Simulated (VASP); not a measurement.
# Sb in VASP: density of states with PBEsol

Aim: the density of states of Sb with PBEsol.

Everything below comes from runs of VASP 6.6.1. Logs are shortened: lines on timing, memory, paths and dates and some standing lists are left out, and cuts for length are marked.

### Step 1. The cell of the first run

The cell holds a slab with vacuum, 3 atoms: a = 3.334 Å, b = 3.334 Å, c = 21.444 Å, α = 90.00°, β = 90.00°, γ = 120.00°.

### Step 2. Density of states, PBEsol

The input, POSCAR:

```
Sb
1.0
    3.3338465302      0.0000000000      0.0000000000
   -1.6669232651      2.8871957875      0.0000000000
    0.0000000000      0.0000000000     21.4441000000
Sb
3
Direct
    0.1666666665      0.3333333335      0.3730618543
    0.5000000005      0.9999999995      0.4999999996
    0.8333333335      0.6666666665      0.6269381457
```

The input, INCAR.step1:

```
SYSTEM = Sb
  PREC = Accurate
  ENCUT = 520
  EDIFF = 1E-7
  ISMEAR = -1
  SIGMA = 0.1
  LREAL = .False.
  LASPH = .True.
  NELM = 100
  ALGO = Normal
  ISIF = 2
  LWAVE = .False.
  LCHARG = .True.
  LDIPOL = .True.
  IDIPOL = 3
  DIPOL = 0.5 0.5 0.500
  GGA = PS
  NBANDS = 14
```

The input, KPOINTS.step1:

```
regular mesh
0
Gamma
  11 11 1
  0 0 0
```

The input, INCAR.step2:

```
SYSTEM = Sb
  PREC = Accurate
  ENCUT = 520
  EDIFF = 1E-7
  ISMEAR = -5
  SIGMA = 0.1
  LREAL = .False.
  LASPH = .True.
  NELM = 100
  ALGO = Normal
  ISIF = 2
  LWAVE = .False.
  LCHARG = .False.
  LDIPOL = .True.
  IDIPOL = 3
  DIPOL = 0.5 0.5 0.500
  GGA = PS
  LORBIT = 11
  NBANDS = 14
  NEDOS = 2001
  ICHARG = 11
```

The input, KPOINTS.step2:

```
regular mesh
0
Gamma
  17 17 1
  0 0 0
```

Potentials or basis: VASP PAW PBE potentials, release 64 (Sb).

Started as:

```
> cat potpaw_PBE.64/Sb/POTCAR > POTCAR
> cp INCAR.step1 INCAR
> cp KPOINTS.step1 KPOINTS
> mpirun -np 1 vasp_std > vasp.out
> cp INCAR.step2 INCAR
> cp KPOINTS.step2 KPOINTS
> mpirun -np 1 vasp_std > vasp.out
```

OUTCAR:

```text
SYSTEM = Sb
   PREC = Accurate
   ENCUT = 520
   EDIFF = 1E-7
   ISMEAR = -5
   LREAL = .False.
   LASPH = .True.
   NELM = 100
   ISIF = 2
   GGA = PS
   LORBIT = 11
   ICHARG = 11

 ion  position               nearest neighbor table
   1  0.167  0.333  0.373-   2 3.33   2 3.33   2 3.33
   2  0.500  1.000  0.500-   1 3.33   1 3.33   1 3.33   3 3.33   3 3.33   3 3.33
   3  0.833  0.667  0.627-   2 3.33   2 3.33   2 3.33

  LATTYP: Found a hexagonal cell.
 ALAT       =     3.3338465302
 C/A-ratio  =     6.4322396984

  Lattice vectors:

 A1 = (   3.3338465302,   0.0000000000,   0.0000000000)
 A2 = (  -1.6669232651,   2.8871957875,   0.0000000000)
 A3 = (   0.0000000000,   0.0000000000,  21.4441000000)

Analysis of symmetry for initial positions (statically):
=====================================================================
 Subroutine PRICEL returns:
 Original cell was already a primitive cell.

 Routine SETGRP: Setting up the symmetry group for a
 hexagonal supercell.

 Subroutine GETGRP returns: Found 12 space group operations
 (whereof  4 operations were pure point group operations)
 out of a pool of 24 trial point group operations.

The static configuration has the point symmetry C_2h.
 The point group associated with its full space group is D_3d.

Analysis of symmetry for dynamics (positions and initial velocities):
=====================================================================
 Subroutine PRICEL returns:
 Original cell was already a primitive cell.

 Routine SETGRP: Setting up the symmetry group for a
 hexagonal supercell.

 Subroutine GETGRP returns: Found 12 space group operations
 (whereof  4 operations were pure point group operations)
 out of a pool of 24 trial point group operations.

The dynamic configuration has the point symmetry C_2h.
 The point group associated with its full space group is D_3d.

 Subroutine INISYM returns: Found 12 space group operations
 (whereof  4 operations are pure point group operations),
 and found     1 'primitive' translations

----------------------------------------------------------------------------------------

                                     Primitive cell

  volume of cell :     206.4095

  direct lattice vectors                    reciprocal lattice vectors
     3.333846530  0.000000000  0.000000000     0.299953819  0.173178418  0.000000000
    -1.666923265  2.887195788  0.000000000     0.000000000  0.346356837  0.000000000
     0.000000000  0.000000000 21.444100000     0.000000000  0.000000000  0.046632873

  length of vectors
     3.333846530  3.333846530 21.444100000     0.346356837  0.346356837  0.046632873

  position of ions in fractional coordinates (direct lattice)
     0.166666666  0.333333334  0.373061854
     0.500000001  0.999999999  0.500000000
     0.833333334  0.666666666  0.626938146

  ion indices of the primitive-cell ions
   primitive index   ion index
                 1           1
                 2           2
                 3           3

----------------------------------------------------------------------------------------

 KPOINTS: regular mesh

Automatic generation of k-mesh.
 Grid dimensions read from file:
 generate k-points for:   17   17    1

 Generating k-lattice:

  Cartesian coordinates                     Fractional coordinates (reciprocal lattice)
     0.017644342  0.010186966  0.000000000     0.058823529 -0.000000000  0.000000000
     0.000000000  0.020373932  0.000000000     0.000000000  0.058823529  0.000000000
     0.000000000  0.000000000  0.046632873     0.000000000  0.000000000  1.000000000

  Length of vectors
     0.020373932  0.020373932  0.046632873

  Shift w.r.t. Gamma in fractional coordinates (k-lattice)
     0.000000000  0.000000000  0.000000000

 TETIRR: Found    153 inequivalent tetrahedra from     1734

 Subroutine IBZKPT returns following result:
 ===========================================

 Found     33 irreducible k-points:

 Following reciprocal coordinates:
            Coordinates               Weight
  0.000000  0.000000  0.000000      1.000000
  0.058824  0.000000  0.000000      6.000000
  0.117647 -0.000000  0.000000      6.000000
  0.176471  0.000000  0.000000      6.000000
  0.235294 -0.000000  0.000000      6.000000
  0.294118  0.000000  0.000000      6.000000
[... 16 lines left out ...]
  0.411765  0.117647  0.000000     12.000000
  0.176471  0.176471  0.000000      6.000000
 [... further k-points ...]
   k-points           NKPTS =     33   k-points in BZ     NKDIM =     33   number of bands    NBANDS=     14
   number of dos      NEDOS =   2001   number of ions     NIONS =      3
   total plane-waves  NPLWV = 125440
   dimension x,y,z NGX =    28 NGY =   28 NGZ =  160
   dimension x,y,z NGXF=    56 NGYF=   56 NGZF=  320
   ions per type =               3
   NGX,Y,Z   is equivalent  to a cutoff of  13.96, 13.96, 12.40 a.u.
   NGXF,Y,Z  is equivalent  to a cutoff of  27.93, 27.93, 24.81 a.u.
 SYSTEM =  Sb
   PREC   = accura    normal or accurate (medium, high low for compatibility)
   ISTART =      0    job   : 0-new  1-cont  2-samecut
   ICHARG =     11    charge: 1-file 2-atom 10-const
   ISPIN  =      1    spin polarized calculation?
   LNONCOLLINEAR =      F non collinear calculations
   LSORBIT =      F    spin-orbit coupling
   LASPH  =      T    aspherical Exc in radial PAW
   ENCUT  =  520.0 eV  38.22 Ry    6.18 a.u.   6.20  6.20 39.87*2*pi/ulx,y,z
   NELM   =    100;   NELMIN=  2; NELMDL=  0     # of ELM steps
   EDIFF  = 0.1E-06   stopping-criterion for ELM
   LREAL  =      F    real-space projection
   EDIFFG = 0.1E-05   stopping-criterion for IOM
   NSW    =      0    number of steps for IOM
   IBRION =     -1    ionic relax: 0-MD 1-quasi-New 2-CG
   NFREE  =      0    steps in history (QN), initial steepest desc. (CG)
   ISIF   =      2    stress and relaxation
   ISYM   =      2    0-nonsym 1-usesym 2-fastsym
   POTIM  = 0.5000    time-step for ionic-motion
   TEBEG  =    0.0;   TEEND  =   0.0 temperature during run
   PSTRESS=    0.0 pullay stress
   NELECT =      15.0000    total number of electrons
   NUPDOWN=      -1.0000    fix difference up-down
   EMIN   =  10.00;   EMAX   =-10.00  energy-range for DOS
   EFERMI =   0.00;   METHOD = LEGACY
   ISMEAR =    -5;   SIGMA  =   0.10  broadening in eV -4-tet -1-fermi 0-gaus
   EFERMI_NEDOS =   21; number of points for ismear=-14 and -15
   IALGO  =     38    algorithm
   IMIX   =      4    mixing-type and parameters
     AMIX     =   0.40;   BMIX     =  1.00
     AMIX_MAG =   1.60;   BMIX_MAG =  1.00
  volume/ion in A,a.u.               =      68.80       464.31
  Fermi-wavevector in a.u.,A,eV,Ry     =   0.683170  1.291004  6.350125  0.466721
  Thomas-Fermi vector in A             =   1.762456
   LORBIT       =     11    0 simple, 1 ext, 2 COOP (PROOUT), +10 PAW based schemes
   GGA     = PS    functional components
   LHFCALC =     F    Hartree Fock is set to
   AEXX    =    0.0000 exact exchange contribution
   IVDW    =     0    specifies the selected vdW correction
   LEPSILON=     F    determine dielectric tensor
   LRPA    =     F    only Hartree local field effects (RPA)
 non-spin polarized calculation
 Fermi weights with tetrahedron method with Bloechl corrections
  energy-cutoff  :      520.00
  volume of cell :      206.41
 maximum number of plane-waves:      5587
 NGX is ok and might be reduce to    28

 number of electron      15.0000000 magnetization

 dipolmoment           0.000000      0.000000      0.000000 electrons x Angstroem

 Free energy of the ion-electron system (eV)
  ---------------------------------------------------
  ext. energy  EPLUGINS =         0.00000000
  ---------------------------------------------------
  free energy    TOTEN  =       -12.35133892 eV

  energy without entropy =      -12.35133892  energy(sigma->0) =      -12.35133892

 E-fermi :   0.6701     XC(G=0):  -4.7015

 val. band max:        0.6292987167   @ k =   0.2941   0.1176   0.0000
 cond. band min:       0.5755183720   @ k =   0.2353   0.2353   0.0000
 fundamental gap:     -0.0537803447
 Fermi energy:         0.6700564167

 k-point     1 :       0.0000    0.0000    0.0000
  band No.  band energies     occupation
      1     -12.1117      2.00000
      2     -10.8201      2.00000
      3      -9.3326      2.00000
      4      -4.0663      2.00000
      5      -1.1244      2.00000
      6       2.2674      0.00000
      7       4.4900      0.00000
      8       4.6536      0.00000
      9       4.6536      0.00000
     10       5.0967      0.00000
     11       5.4645      0.00000
     12       5.4645      0.00000
     13       5.6243      0.00000
     14       6.0152      0.00000

 k-point     2 :       0.0588    0.0000    0.0000
  band No.  band energies     occupation
      1     -12.0494      2.00000
      2     -10.7590      2.00000
      3      -9.2748      2.00000
      4      -4.0042      2.00000
      5      -1.0714      2.00000
      6       2.3041      0.00000
      7       3.9818      0.00000
      8       4.4058      0.00000
      9       4.5529      0.00000
     10       4.8818      0.00000
[... 362 lines left out ...]
 k-point    24 :       0.1765    0.1765    0.0000
  band No.  band energies     occupation
      1     -10.4602      2.00000
      2      -9.2202      2.00000
      3      -7.8711      2.00000
      4      -2.5184      2.00000
      5      -1.5537      2.00000
      6      -0.8510      2.00000
      7      -0.0277      2.00000
      8       0.4971      1.70535
      9       1.1113      0.00000
     10       2.1837      0.00000
     11       2.3109      0.00000
     12       3.5247      0.00000
     13       6.0420      0.00000
     14       6.1423      0.00000

 [... further k-points ...]

------------------------ aborting loop because EDIFF is reached ----------------------------------------

 vacuum level on the upper side and lower side of the slab       (xc-potential included)        -0.063        -0.063

  FORCE on cell =-STRESS in cart. coord.  units (eV):
  Direction    XX          YY          ZZ          XY          YZ          ZX
  --------------------------------------------------------------------------------------
  -------------------------------------------------------------------------------------
  Total       -1.9147262     -1.9147262     -0.7583300      0.0000000     -0.0000000      0.0000000
  in kB      -14.8623539    -14.8623539     -5.8862562      0.0000000     -0.0000000      0.0000000
  external PRESSURE =     -11.8703213 kB  Pullay stress =       0.0000000 kB

 VOLUME and BASIS-vectors are now :
 -----------------------------------------------------------------------------
  energy-cutoff  :      520.00
  volume of cell :      206.41
      direct lattice vectors                 reciprocal lattice vectors
     3.333846530  0.000000000  0.000000000     0.299953819  0.173178418  0.000000000
    -1.666923265  2.887195788  0.000000000     0.000000000  0.346356837  0.000000000
     0.000000000  0.000000000 21.444100000     0.000000000  0.000000000  0.046632873

 POSITION                                       TOTAL-FORCE (eV/Angst)
 -----------------------------------------------------------------------------------
     -0.00000      0.96240      7.99998        -0.000000      0.000000      0.170614
      0.00000      2.88720     10.72205        -0.000000      0.000000      0.000000
      1.66692      1.92480     13.44412         0.000000     -0.000000     -0.170614
 -----------------------------------------------------------------------------------
    total drift:                               -0.000000      0.000000      0.000002

  FREE ENERGIE OF THE ION-ELECTRON SYSTEM (eV)
  ---------------------------------------------------
  free  energy   TOTEN  =       -12.3513389194 eV

  energy  without entropy=      -12.3513389194  energy(sigma->0) =      -12.35133892

 vacuum level on the upper side and lower side of the slab         4.922         4.922

 total charge

# of ion       s       p       d       tot
------------------------------------------
    1        1.246   1.042   0.031   2.319
    2        1.271   1.018   0.047   2.337
    3        1.246   1.042   0.031   2.319
--------------------------------------------------
tot          3.763   3.102   0.109   6.974
```

Run time: 74 s. Hardware: 1 thread of Intel Xeon 6975P-C (Granite Rapids), shared host; peak memory 0.34 GiB.

Results:

```yaml
Valence_electrons_inside_the_program's_atomic_spheres: Sb 2.32, 2.34
```

Caveat: the PAW data sets were made with another functional, which shifts forces and pressure a little; spin-orbit coupling is left out, which moves the levels of the heavy elements; tetrahedron occupations give inexact forces and stress in metals.
